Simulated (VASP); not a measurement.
# BN (P6_3/mmc) in VASP: a series of runs, part 2 of 2

VASP 6.6.1. Earlier steps stand in the parts before.

### Step 3. Single point, PBE0

Input file POSCAR:

```
BN
1.0
    2.4982400000      0.0000000000      0.0000000000
   -1.2491200000      2.1635390000      0.0000000000
    0.0000000000      0.0000000000      6.6357000000
B N
2 2
Direct
    0.3333333333      0.6666666667      0.2500000000
    0.6666666667      0.3333333333      0.7500000000
    0.3333333333      0.6666666667      0.7500000000
    0.6666666667      0.3333333333      0.2500000000
```

Input file INCAR.step1:

```
PREC = Accurate ; ENCUT = 520
EDIFF = 1E-5 ; ISMEAR = 0
SIGMA = 0.01 ; LREAL = F
LASPH = T ; NELM = 120
ALGO = Normal ; ISIF = 2
LWAVE = T ; LCHARG = F
GGA = PE ; NBANDS = 16
GGA_COMPAT = F
```

Input file INCAR.step2:

```
PREC = Accurate ; ENCUT = 520
EDIFF = 1E-6 ; ISMEAR = 0
SIGMA = 0.01 ; LREAL = F
LASPH = T ; NELM = 120
ALGO = Normal ; ISIF = 2
LWAVE = F ; LCHARG = F
GGA = PE ; LHFCALC = T
AEXX = 0.25 ; PRECFOCK = Normal
ISTART = 1 ; NBANDS = 16
GGA_COMPAT = F
```

Input file KPOINTS:

```
Automatic mesh
0
Gamma
  3 3 1
```

Potentials or basis: VASP PAW PBE potentials, release 64 (B, N).

Launch:

```bash
cat potpaw_PBE.64/B/POTCAR potpaw_PBE.64/N/POTCAR > POTCAR
cp INCAR.step1 INCAR
mpirun -np 1 vasp_std > vasp.out
cp INCAR.step2 INCAR
mpirun -np 1 vasp_std > vasp.out
```

OUTCAR:

```text
PREC = Accurate
   ENCUT = 520
   EDIFF = 1E-6
   ISMEAR = 0
   LREAL = F
   LASPH = T
   NELM = 120
   ISIF = 2
   GGA = PE
   LHFCALC = T
   AEXX = 0.25
   PRECFOCK = Normal
   ISTART = 1

 ion  position               nearest neighbor table
   1  0.333  0.667  0.250-   4 1.44   4 1.44   4 1.44
   2  0.667  0.333  0.750-   3 1.44   3 1.44   3 1.44
   3  0.333  0.667  0.750-   2 1.44   2 1.44   2 1.44
   4  0.667  0.333  0.250-   1 1.44   1 1.44   1 1.44

  LATTYP: Found a hexagonal cell.
 ALAT       =     2.4982400000
 C/A-ratio  =     2.6561499296

  Lattice vectors:

 A1 = (   2.4982400000,   0.0000000000,   0.0000000000)
 A2 = (  -1.2491200000,   2.1635390000,   0.0000000000)
 A3 = (   0.0000000000,   0.0000000000,   6.6357000000)

Analysis of symmetry for initial positions (statically):
=====================================================================
 Subroutine PRICEL returns:
 Original cell was already a primitive cell.

 Routine SETGRP: Setting up the symmetry group for a
 hexagonal supercell.

 Subroutine GETGRP returns: Found 24 space group operations
 (whereof 12 operations were pure point group operations)
 out of a pool of 24 trial point group operations.

The static configuration has the point symmetry D_3d.
 The point group associated with its full space group is D_6h.

Analysis of symmetry for dynamics (positions and initial velocities):
=====================================================================
 Subroutine PRICEL returns:
 Original cell was already a primitive cell.

 Routine SETGRP: Setting up the symmetry group for a
 hexagonal supercell.

 Subroutine GETGRP returns: Found 24 space group operations
 (whereof 12 operations were pure point group operations)
 out of a pool of 24 trial point group operations.
[... 109 lines left out ...]
   GGA     = PE    functional components
   LHFCALC =     T    Hartree Fock is set to
   PRECFOCK=normal    Normal, Fast or Accurate (Low or Medium for compatibility)
   ENCUT4O =  -1.0   cutoff for four orbital integrals eV
   NKREDX  =     1    reduce k-point grid by
   NKREDY  =     1    reduce k-point grid by
   NKREDZ  =     1    reduce k-point grid by
   AEXX    =    0.2500 exact exchange contribution
   HFSCREEN=    0.0000 screening length (either q_TF or 0.3 A-1)
   HFSCREENC=   0.0000 screening length for correlation (either q_TF or 0.3 A-1)
   ENCUTFOCK=  -1.0 apply spherical cutoff to Coloumb kernel
   IVDW    =     0    specifies the selected vdW correction
   LEPSILON=     F    determine dielectric tensor
   LRPA    =     F    only Hartree local field effects (RPA)
 non-spin polarized calculation
 Gauss-broadening in eV      SIGMA  =   0.01
  energy-cutoff  :      520.00
  volume of cell :       35.87
 maximum number of plane-waves:       985
 NGX is ok and might be reduce to    18
  NGX = 14; NGY = 14; NGZ = 40

 number of electron      15.9999997 magnetization

 Free energy of the ion-electron system (eV)
  ---------------------------------------------------
  ext. energy  EPLUGINS =         0.00000000
  ---------------------------------------------------
  free energy    TOTEN  =       -42.62752596 eV

  energy without entropy =      -42.62752596  energy(sigma->0) =      -42.62752596

 E-fermi :   1.0311     XC(G=0):  -7.9314

 val. band max:        0.9792938828   @ k =   0.3333   0.3333   0.0000
 cond. band min:       8.2644049414   @ k =   0.3333   0.3333   0.0000
 fundamental gap:      7.2851110586
 Fermi energy:         1.0311441256

 k-point     1 :       0.0000    0.0000    0.0000
  band No.  band energies     occupation
      1     -18.5183      2.00000
      2     -18.2029      2.00000
      3      -5.7373      2.00000
      4      -3.4810      2.00000
      5      -0.4987      2.00000
      6      -0.4987      2.00000
[... 34 lines left out ...]
      3      -7.6480      2.00000
      4      -7.4795      2.00000
      5      -6.8410      2.00000
      6      -6.8410      2.00000
[... 8 lines left out ...]
     15      20.0921      0.00000
     16      21.7600      0.00000

------------------------ aborting loop because EDIFF is reached ----------------------------------------

  FORCE on cell =-STRESS in cart. coord.  units (eV):
  Direction    XX          YY          ZZ          XY          YZ          ZX
  --------------------------------------------------------------------------------------
  -------------------------------------------------------------------------------------
  Total       -0.3582652     -0.3582651      0.8723219     -0.0000000      0.0000000      0.0000000
  in kB      -16.0040385    -16.0040340     38.9674256     -0.0000000      0.0000000      0.0000000
  external PRESSURE =       2.3197843 kB  Pullay stress =       0.0000000 kB

 VOLUME and BASIS-vectors are now :
 -----------------------------------------------------------------------------
  energy-cutoff  :      520.00
  volume of cell :       35.87
      direct lattice vectors                 reciprocal lattice vectors
     2.498240000  0.000000000  0.000000000     0.400281798  0.231102837  0.000000000
    -1.249120000  2.163539000  0.000000000     0.000000000  0.462205673  0.000000000
     0.000000000  0.000000000  6.635700000     0.000000000  0.000000000  0.150700002

 POSITION                                       TOTAL-FORCE (eV/Angst)
 -----------------------------------------------------------------------------------
     -0.00000      1.44236      1.65892        -0.000000     -0.000000     -0.000000
      1.24912      0.72118      4.97677         0.000000      0.000000     -0.000000
     -0.00000      1.44236      4.97677         0.000000      0.000000      0.000000
      1.24912      0.72118      1.65892        -0.000000      0.000000      0.000000
 -----------------------------------------------------------------------------------
    total drift:                                0.000000      0.000000     -0.000000

  FREE ENERGIE OF THE ION-ELECTRON SYSTEM (eV)
  ---------------------------------------------------
  free  energy   TOTEN  =       -42.6275259647 eV

  energy  without entropy=      -42.6275259647  energy(sigma->0) =      -42.62752596
```

OSZICAR.step1:

```text
N       E                     dE             d eps       ncg     rms          rms(c)
DAV:   1     0.476175743842E+02    0.47618E+02   -0.78411E+03    96   0.915E+02
DAV:   2    -0.359539954853E+02   -0.83572E+02   -0.76801E+02   128   0.228E+02
DAV:   3    -0.385878323684E+02   -0.26338E+01   -0.26296E+01   136   0.402E+01
DAV:   4    -0.386022684650E+02   -0.14436E-01   -0.14436E-01   112   0.326E+00
DAV:   5    -0.386023876459E+02   -0.11918E-03   -0.11918E-03   120   0.285E-01    0.115E+01
DAV:   6    -0.352341597639E+02    0.33682E+01   -0.51254E+00   120   0.178E+01    0.517E+00
DAV:   7    -0.349339592573E+02    0.30020E+00   -0.66689E-01   128   0.607E+00    0.320E+00
DAV:   8    -0.348591618601E+02    0.74797E-01   -0.24393E-01   112   0.328E+00    0.485E-01
DAV:   9    -0.348544302556E+02    0.47316E-02   -0.17757E-02   120   0.106E+00    0.206E-01
DAV:  10    -0.348555205334E+02   -0.10903E-02   -0.13878E-03   128   0.291E-01    0.341E-02
DAV:  11    -0.348556356215E+02   -0.11509E-03   -0.12293E-04   128   0.872E-02    0.300E-02
DAV:  12    -0.348556463035E+02   -0.10682E-04   -0.29943E-05   120   0.382E-02    0.273E-03
DAV:  13    -0.348556462942E+02    0.92732E-08   -0.95082E-07    88   0.744E-03
   1 F= -.34855646E+02 E0= -.34855646E+02  d E =-.285141E-65
```

Run time: 8.4 s. Hardware: 1 thread of Intel Xeon 6975P-C (Granite Rapids), shared host; peak memory 0.15 GiB.

What came out:

| Property | Result |
| --- | --- |
| Free energy | -42.6275 eV |
| Pressure | 0.2 GPa |
| Band gap on the k mesh | 7.29 eV, direct |

Caveat: the k points lie up to 0.97 Å⁻¹ apart; the PAW data sets were made with another functional, which shifts forces and pressure a little; this functional lacks dispersion, which binds the layers, so the pressure and a relaxed spacing across them are unreliable. A k mesh can miss the band edges.
